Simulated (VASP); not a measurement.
# Al2Cu (Imm2) in VASP: single point with PBE

Aim: the single point of Al2Cu with PBE.

Program: VASP 6.6.1. These are calculated values, not measurements. Logs are shortened: lines on timing, memory, paths and dates and some standing lists are left out, and cuts for length are marked.

## 1. The cell of the first run

The structure is orthorhombic, space group Imm2 (No. 44). The conventional cell has a = 4.089 Å, b = 5.783 Å, c = 4.089 Å, α = 90.00°, β = 90.00°, γ = 90.00°. Al (site symmetry m) has 4 Cu at 2.27 to 2.75 Å and 6 Al at 2.89 Å within 3.0 Å. Within 3.0 Å of Cu (site symmetry mm2) lie 8 Al at 2.27 to 2.75 Å.

## 2. Single point, PBE (atoms displaced along several vibrational modes)

INCAR reads:

```
PREC     = Accurate       # precision mode
ENCUT    = 520            # plane-wave cutoff, eV
EDIFF    = 1E-7           # SCF threshold, eV
ISMEAR   = 0              # smearing method
SIGMA    = 0.15           # smearing width, eV
LREAL    = F              # projectors in reciprocal space
LASPH    = T              # aspherical terms in the spheres
NELM     = 80             # most SCF steps
ALGO     = Fast           # electronic algorithm
ISIF     = 2              # what is computed and relaxed
LWAVE    = F              # write WAVECAR
LCHARG   = F              # write CHGCAR
GGA      = PE             # functional
NBANDS   = 16             # bands
```

KPOINTS reads:

```
regular mesh
0
Gamma
  14 14 14
```

POSCAR reads:

```
Al2Cu
1.0
   -2.0446004822      2.0446004822      2.8914013846
    2.0446004822     -2.0446004822      2.8914013846
    2.0446004822      2.0446004822     -2.8914013846
Al Cu
2 1
Direct
    0.7500000000      0.2112658022      0.4612658022
    0.2500000000      0.7112658022      0.4612658022
    0.5000000000      0.5328929672      0.0328929672
```

Potentials or basis: VASP PAW PBE potentials, release 64 (Al, Cu).

Launch:

```
$ cat potpaw_PBE.64/Al/POTCAR potpaw_PBE.64/Cu/POTCAR > POTCAR
$ mpirun -np 1 vasp_std > vasp.out
```

OUTCAR:

```text
PREC = Accurate
   ENCUT = 520
   EDIFF = 1E-7
   ISMEAR = 0
   LREAL = F
   LASPH = T
   NELM = 80
   ISIF = 2
   GGA = PE

 ion  position               nearest neighbor table
   1  0.750  0.211  0.461-   3 2.27   3 2.52   3 2.52   3 2.75   2 2.89   2 2.89   2 2.89   2 2.89
                             2 2.89   2 2.89
   2  0.250  0.711  0.461-   3 2.27   3 2.52   3 2.52   3 2.75   1 2.89   1 2.89   1 2.89   1 2.89
                             1 2.89   1 2.89
   3  0.500  0.533  0.033-   2 2.27   1 2.27   1 2.52   2 2.52   2 2.52   1 2.52   2 2.75   1 2.75

  LATTYP: Found a body centered tetragonal cell.
 ALAT       =     4.0892009644
 C/A-ratio  =     1.4141644834

  Lattice vectors:

 A1 = (  -2.0446004822,   2.0446004822,   2.8914013846)
 A2 = (   2.0446004822,  -2.0446004822,   2.8914013846)
 A3 = (   2.0446004822,   2.0446004822,  -2.8914013846)

Analysis of symmetry for initial positions (statically):
=====================================================================
 Subroutine PRICEL returns:
 Original cell was already a primitive cell.

 Routine SETGRP: Setting up the symmetry group for a
 body centered tetragonal supercell.

 Subroutine GETGRP returns: Found  4 space group operations
 (whereof  4 operations were pure point group operations)
 out of a pool of 16 trial point group operations.

The static configuration has the point symmetry C_2v.

Analysis of symmetry for dynamics (positions and initial velocities):
=====================================================================
 Subroutine PRICEL returns:
 Original cell was already a primitive cell.

 Routine SETGRP: Setting up the symmetry group for a
 body centered tetragonal supercell.

 Subroutine GETGRP returns: Found  4 space group operations
 (whereof  4 operations were pure point group operations)
 out of a pool of 16 trial point group operations.

The dynamic configuration has the point symmetry C_2v.

 Subroutine INISYM returns: Found  4 space group operations
 (whereof  4 operations are pure point group operations),
 and found     1 'primitive' translations

----------------------------------------------------------------------------------------

                                     Primitive cell

  volume of cell :      48.3488

  direct lattice vectors                    reciprocal lattice vectors
    -2.044600482  2.044600482  2.891401385     0.000000000  0.244546553  0.172926527
     2.044600482 -2.044600482  2.891401385     0.244546553  0.000000000  0.172926527
     2.044600482  2.044600482 -2.891401385     0.244546553  0.244546553  0.000000000

  length of vectors
     4.089130009  4.089130009  4.089130009     0.299510601  0.299510601  0.345841052

  position of ions in fractional coordinates (direct lattice)
     0.750000000  0.211265802  0.461265802
     0.250000000  0.711265802  0.461265802
     0.500000000  0.532892967  0.032892967

  ion indices of the primitive-cell ions
   primitive index   ion index
                 1           1
                 2           2
                 3           3

----------------------------------------------------------------------------------------

 KPOINTS: regular mesh

Automatic generation of k-mesh.
 Grid dimensions read from file:
 generate k-points for:   14   14   14

 Generating k-lattice:

  Cartesian coordinates                     Fractional coordinates (reciprocal lattice)
     0.000000000  0.017467611  0.012351895     0.071428571 -0.000000000  0.000000000
     0.017467611  0.000000000  0.012351895    -0.000000000  0.071428571  0.000000000
     0.017467611  0.017467611  0.000000000     0.000000000  0.000000000  0.071428571

  Length of vectors
     0.021393614  0.021393614  0.024702932

  Shift w.r.t. Gamma in fractional coordinates (k-lattice)
     0.000000000  0.000000000  0.000000000

 Subroutine IBZKPT returns following result:
 ===========================================

 Found    428 irreducible k-points:

 Following reciprocal coordinates:
            Coordinates               Weight
  0.000000  0.000000  0.000000      1.000000
  0.071429  0.000000  0.000000      4.000000
  0.000000  0.071429  0.000000      4.000000
  0.142857  0.000000  0.000000      4.000000
  0.000000  0.142857  0.000000      4.000000
  0.214286  0.000000  0.000000      4.000000
[... 16 lines left out ...]
  0.357143  0.071429  0.000000      8.000000
  0.000000  0.428571 -0.071429      8.000000
 [... further k-points ...]
   k-points           NKPTS =    428   k-points in BZ     NKDIM =    428   number of bands    NBANDS=     16
   number of dos      NEDOS =    301   number of ions     NIONS =      3
   total plane-waves  NPLWV =  27000
   dimension x,y,z NGX =    30 NGY =   30 NGZ =   30
   dimension x,y,z NGXF=    60 NGYF=   60 NGZF=   60
   ions per type =               2   1
   NGX,Y,Z   is equivalent  to a cutoff of  12.20, 12.20, 12.20 a.u.
   NGXF,Y,Z  is equivalent  to a cutoff of  24.39, 24.39, 24.39 a.u.
 SYSTEM =  unknown system
   PREC   = accura    normal or accurate (medium, high low for compatibility)
   ISTART =      0    job   : 0-new  1-cont  2-samecut
   ICHARG =      2    charge: 1-file 2-atom 10-const
   ISPIN  =      1    spin polarized calculation?
   LNONCOLLINEAR =      F non collinear calculations
   LSORBIT =      F    spin-orbit coupling
   LASPH  =      T    aspherical Exc in radial PAW
   ENCUT  =  520.0 eV  38.22 Ry    6.18 a.u.   7.60  7.60  7.60*2*pi/ulx,y,z
   NELM   =     80;   NELMIN=  2; NELMDL= -5     # of ELM steps
   EDIFF  = 0.1E-06   stopping-criterion for ELM
   LREAL  =      F    real-space projection
   EDIFFG = 0.1E-05   stopping-criterion for IOM
   NSW    =      0    number of steps for IOM
   IBRION =     -1    ionic relax: 0-MD 1-quasi-New 2-CG
   NFREE  =      0    steps in history (QN), initial steepest desc. (CG)
   ISIF   =      2    stress and relaxation
   ISYM   =      2    0-nonsym 1-usesym 2-fastsym
   POTIM  = 0.5000    time-step for ionic-motion
   TEBEG  =    0.0;   TEEND  =   0.0 temperature during run
   PSTRESS=    0.0 pullay stress
   NELECT =      17.0000    total number of electrons
   NUPDOWN=      -1.0000    fix difference up-down
   EMIN   =  10.00;   EMAX   =-10.00  energy-range for DOS
   EFERMI =   0.00;   METHOD = LEGACY
   ISMEAR =     0;   SIGMA  =   0.15  broadening in eV -4-tet -1-fermi 0-gaus
   EFERMI_NEDOS =   21; number of points for ismear=-14 and -15
   IALGO  =     68    algorithm
   IMIX   =      4    mixing-type and parameters
     AMIX     =   0.40;   BMIX     =  1.00
     AMIX_MAG =   1.60;   BMIX_MAG =  1.00
  volume/ion in A,a.u.               =      16.12       108.76
  Fermi-wavevector in a.u.,A,eV,Ry     =   1.155481  2.183542 18.165624  1.335136
  Thomas-Fermi vector in A             =   2.292109
   LORBIT       =      0    0 simple, 1 ext, 2 COOP (PROOUT), +10 PAW based schemes
   GGA     = PE    functional components
   LHFCALC =     F    Hartree Fock is set to
   AEXX    =    0.0000 exact exchange contribution
   IVDW    =     0    specifies the selected vdW correction
   LEPSILON=     F    determine dielectric tensor
   LRPA    =     F    only Hartree local field effects (RPA)
 non-spin polarized calculation
 RMM-DIIS sequential band-by-band and
 Gauss-broadening in eV      SIGMA  =   0.15
  energy-cutoff  :      520.00
  volume of cell :       48.35
 maximum number of plane-waves:      1323
   NGX = 15   NGY = 15   NGZ = 15

 number of electron      16.9999990 magnetization

 Free energy of the ion-electron system (eV)
  ---------------------------------------------------
  ext. energy  EPLUGINS =         0.00000000
  ---------------------------------------------------
  free energy    TOTEN  =       -11.43428901 eV

  energy without entropy =      -11.42396699  energy(sigma->0) =      -11.42912800

 E-fermi :   6.9127     XC(G=0): -10.3964

 val. band max:        6.9076526112   @ k =  -0.0714  -0.4286  -0.0714
 cond. band min:       6.9158538416   @ k =   0.4286   0.0714   0.0000
 fundamental gap:      0.0082012304
 Fermi energy:         6.9126874447

 k-point     1 :       0.0000    0.0000    0.0000
  band No.  band energies     occupation
      1      -3.2230      2.00000
      2       2.2640      2.00000
      3       2.3402      2.00000
      4       2.3500      2.00000
      5       2.8273      2.00000
      6       2.8620      2.00000
[... 8 lines left out ...]
     15      13.7685      0.00000
     16      13.7844      0.00000

 k-point     2 :       0.0714    0.0000    0.0000
  band No.  band energies     occupation
      1      -3.1554      2.00000
      2       2.2714      2.00000
      3       2.3229      2.00000
      4       2.3566      2.00000
      5       2.8250      2.00000
      6       2.8593      2.00000
[... 8 lines left out ...]
     15      13.0712      0.00000
     16      13.7400      0.00000

 k-point     3 :       0.0000    0.0714    0.0000
  band No.  band energies     occupation
      1      -3.1553      2.00000
      2       2.2505      2.00000
      3       2.3505      2.00000
      4       2.3526      2.00000
      5       2.8237      2.00000
      6       2.8592      2.00000
[... 8 lines left out ...]
     15      13.0492      0.00000
     16      13.6808      0.00000

 k-point     4 :       0.1429    0.0000    0.0000
  band No.  band energies     occupation
      1      -2.9536      2.00000
      2       2.2433      2.00000
      3       2.3102      2.00000
      4       2.3809      2.00000
      5       2.8209      2.00000
      6       2.8533      2.00000
[... 8 lines left out ...]
     15      12.7968      0.00000
     16      13.4214      0.00000

 k-point     5 :       0.0000    0.1429    0.0000
  band No.  band energies     occupation
      1      -2.9531      2.00000
      2       2.1952      2.00000
      3       2.3714      2.00000
      4       2.3785      2.00000
      5       2.8155      2.00000
      6       2.8533      2.00000
[... 8 lines left out ...]
     15      12.8126      0.00000
     16      13.3923      0.00000

 k-point     6 :       0.2143    0.0000    0.0000
  band No.  band energies     occupation
      1      -2.6201      2.00000
      2       2.1233      2.00000
      3       2.3444      2.00000
      4       2.4115      2.00000
      5       2.8225      2.00000
      6       2.8495      2.00000
[... 8 lines left out ...]
     15      12.9356      0.00000
     16      14.0214      0.00000
[... 267 lines left out ...]
 k-point    21 :       0.2857    0.0714   -0.0000
  band No.  band energies     occupation
      1      -1.9221      2.00000
      2       1.8128      2.00000
      3       2.3874      2.00000
      4       2.4566      2.00000
      5       2.8123      2.00000
      6       2.8809      2.00000
[... 8 lines left out ...]
     15      14.0347      0.00000
     16      16.1408      0.00000

 k-point    22 :      -0.0000    0.3571   -0.0714
  band No.  band energies     occupation
      1      -1.9198      2.00000
      2       1.7959      2.00000
      3       2.4321      2.00000
      4       2.4692      2.00000
      5       2.7918      2.00000
      6       2.8894      2.00000
[... 8 lines left out ...]
     15      14.0065      0.00000
     16      16.1320      0.00000

 k-point    23 :       0.3571    0.0714    0.0000
  band No.  band energies     occupation
      1      -1.3181      2.00000
      2       1.3565      2.00000
      3       2.4077      2.00000
      4       2.4645      2.00000
      5       2.8443      2.00000
      6       2.8909      2.00000
[... 8 lines left out ...]
     15      15.1291      0.00000
     16      17.2043      0.00000

 k-point    24 :       0.0000    0.4286   -0.0714
  band No.  band energies     occupation
      1      -1.3134      2.00000
      2       1.3513      2.00000
      3       2.4479      2.00000
      4       2.4842      2.00000
      5       2.8166      2.00000
      6       2.9058      2.00000
[... 8 lines left out ...]
     15      15.0904      0.00000
     16      17.1840      0.00000

 [... further k-points ...]
[... 5 lines left out ...]
  --------------------------------------------------------------------------------------
  -------------------------------------------------------------------------------------
  Total        1.6943834     -0.1233013      1.3394532      0.0000000      0.0000000      0.0000000
  in kB       56.1483487     -4.0859477     44.3866970      0.0000000      0.0000000      0.0000000
  external PRESSURE =      32.1496993 kB  Pullay stress =       0.0000000 kB

 VOLUME and BASIS-vectors are now :
 -----------------------------------------------------------------------------
  energy-cutoff  :      520.00
  volume of cell :       48.35
      direct lattice vectors                 reciprocal lattice vectors
    -2.044600482  2.044600482  2.891401385     0.000000000  0.244546553  0.172926527
     2.044600482 -2.044600482  2.891401385     0.244546553  0.000000000  0.172926527
     2.044600482  2.044600482 -2.891401385     0.244546553  0.244546553  0.000000000

 POSITION                                       TOTAL-FORCE (eV/Angst)
 -----------------------------------------------------------------------------------
     -0.15839      2.04460      1.44570         1.144077      0.000000      0.523059
      1.88621      0.00000      1.44570         1.144077      0.000000     -0.523059
      0.13451      0.00000      2.89140        -2.288154     -0.000000     -0.000000
 -----------------------------------------------------------------------------------
    total drift:                                0.000096      0.000002      0.000003

  FREE ENERGIE OF THE ION-ELECTRON SYSTEM (eV)
  ---------------------------------------------------
  free  energy   TOTEN  =       -11.4342890074 eV

  energy  without entropy=      -11.4239669878  energy(sigma->0) =      -11.42912800
```

Run time: 15 min. Hardware: 1 thread of Intel Xeon 8259CL, shared host; peak memory 0.43 GiB.

Results:

```
Free energy            : -11.4343 eV
Pressure               : 3.2 GPa
Largest force          : 2.288 eV/Å
Band gap on the k mesh : zero (an odd number of electrons rules out a gap without spin polarisation)
```

Forces in eV/Å, atoms in the order of the input:
```
Al   1.144  0.000  0.523
Al   1.144  0.000 -0.523
Cu  -2.288  0.000  0.000
```

Stress tensor (GPa, compression positive):
```
 5.61  0.00  0.00
 0.00 -0.41  0.00
 0.00  0.00  4.44
```

Caveat: the cell differs from its parent crystal (atoms displaced along several vibrational modes); the stress differs along the axes, from -0 to 6 GPa; forces of over 1 eV/Å act on the atoms, so gaps and moduli don't describe the material at rest.
